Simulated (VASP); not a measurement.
The system is InAs.

```
CELL_PARAMETERS angstrom
0.00000 3.01800 3.01800
3.01800 0.00000 3.01800
3.01800 3.01800 0.00000
ATOMIC_POSITIONS crystal
In 0.00000 0.00000 0.00000
As 0.75000 0.75000 0.75000
```

```yaml
Program: VASP 6.6.1
Task: relaxation of cell and atoms
Functional: PBEsol
Potentials_or_basis: VASP PAW PBE potentials, release 64 (In_d, As)
Cutoff: 600 eV
k_mesh: 12 × 12 × 12
Occupations: fermi-dirac, width 0.1 eV
Spin: no spin polarisation
```

At the start: pressure 1.6 GPa; volume 27.49 Å³/atom.

Task: How do energy, volume and symmetry change on relaxing?

Result: Over 3 steps the energy falls by 3.7 meV/atom and the volume is 28.24 Å³/atom (+2.8 %); space group F-43m (No. 216, to 0.05 Å).

Step by step:
```tsv
step	energy change (eV)	largest force (eV/Å)	pressure (GPa)	volume (Å³)
1	0.0000	0.0000	1.61	54.98
2	-0.0059	0.0000	-0.70	57.21
3	-0.0074	0.0000	0.01	56.49
```

Final structure:
```
CELL_PARAMETERS angstrom
0.00000 3.04542 3.04542
3.04542 0.00000 3.04542
3.04542 3.04542 0.00000
ATOMIC_POSITIONS crystal
In 0.00000 0.00000 0.00000
As 0.75000 0.75000 0.75000
```

Caveat: the PAW data sets were made with another functional, which shifts forces and pressure a little.
